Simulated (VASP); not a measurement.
Wanted: the native input for a VASP 6.6.1 run.

| Quantity | Value |
| --- | --- |
| Task | single point |
| Functional | PBE0 |
| Potentials or basis | VASP PAW PBE potentials, release 64 (S, Mg) |
| Cutoff | 520 eV |
| k mesh | 6 × 6 × 6 |
| Occupations | fermi-dirac, width 0.05 eV |
| Spin | no spin polarisation |
| Dipole correction | no |
| Grid for exact exchange (PRECFOCK) | Normal |
| Further INCAR settings | ALGO = Normal; EDIFF = 1e-07; NBANDS = 11 |
| Share of exact exchange | 0.25 |

Crystal: MgS.

```
S Mg
1.0
     0.00000    2.58419    2.58419
     2.58419    0.00000    2.58419
     2.58419    2.58419    0.00000
S Mg
1 1
Direct
  0.50000 0.50000 0.50000
  0.00000 0.00000 0.00000
```

The input as run:

POSCAR

```
MgS
1.0
    0.0000000000      2.5841887356      2.5841887356
    2.5841887356      0.0000000000      2.5841887356
    2.5841887356      2.5841887356      0.0000000000
S Mg
1 1
Direct
    0.5000000000      0.5000000000      0.5000000000
    0.0000000000      0.0000000000      0.0000000000
```

INCAR.step1

```
SYSTEM = MgS
PREC     = Accurate       ! precision mode
ENCUT    = 520            ! plane-wave cutoff, eV
EDIFF    = 1E-5           ! SCF threshold, eV
ISMEAR   = -1             ! smearing method
SIGMA    = 0.05           ! smearing width, eV
LREAL    = .FALSE.        ! projectors in reciprocal space
LASPH    = .TRUE.         ! aspherical terms in the spheres
NELM     = 80             ! most SCF steps
ALGO     = Normal         ! electronic algorithm
ISIF     = 2              ! what is computed and relaxed
LWAVE    = .TRUE.         ! write WAVECAR
LCHARG   = .FALSE.        ! write CHGCAR
GGA      = PE             ! functional
NBANDS   = 11             ! bands
```

INCAR.step2

```
SYSTEM = MgS
PREC     = Accurate       ! precision mode
ENCUT    = 520            ! plane-wave cutoff, eV
EDIFF    = 1E-7           ! SCF threshold, eV
ISMEAR   = -1             ! smearing method
SIGMA    = 0.05           ! smearing width, eV
LREAL    = .FALSE.        ! projectors in reciprocal space
LASPH    = .TRUE.         ! aspherical terms in the spheres
NELM     = 80             ! most SCF steps
ALGO     = Normal         ! electronic algorithm
ISIF     = 2              ! what is computed and relaxed
LWAVE    = .FALSE.        ! write WAVECAR
LCHARG   = .FALSE.        ! write CHGCAR
GGA      = PE             ! functional
LHFCALC  = .TRUE.         ! exact exchange
AEXX     = 0.25           ! exact-exchange fraction
PRECFOCK = Normal       
ISTART   = 1            
NBANDS   = 11             ! bands
```

KPOINTS

```
regular mesh
0
G
  6 6 6
  0 0 0
```

Potentials or basis: VASP PAW PBE potentials, release 64 (S, Mg).

Launch:

```bash
$ cat potpaw_PBE.64/S/POTCAR potpaw_PBE.64/Mg/POTCAR > POTCAR
$ cp INCAR.step1 INCAR
$ mpirun -np 1 vasp_std > vasp.out
$ cp INCAR.step2 INCAR
$ mpirun -np 1 vasp_std > vasp.out
```

Results of the run:

```yaml
Pressure: 0.9 GPa
Band_gap_on_the_k_mesh: 4.54 eV (least direct gap 5.69 eV)
```

Caveat: the PAW data sets were made with another functional, which shifts forces and pressure a little.

Wall time 29 min on 1 thread of Intel Xeon 8259CL, on a shared host, peak memory 0.19 GiB.
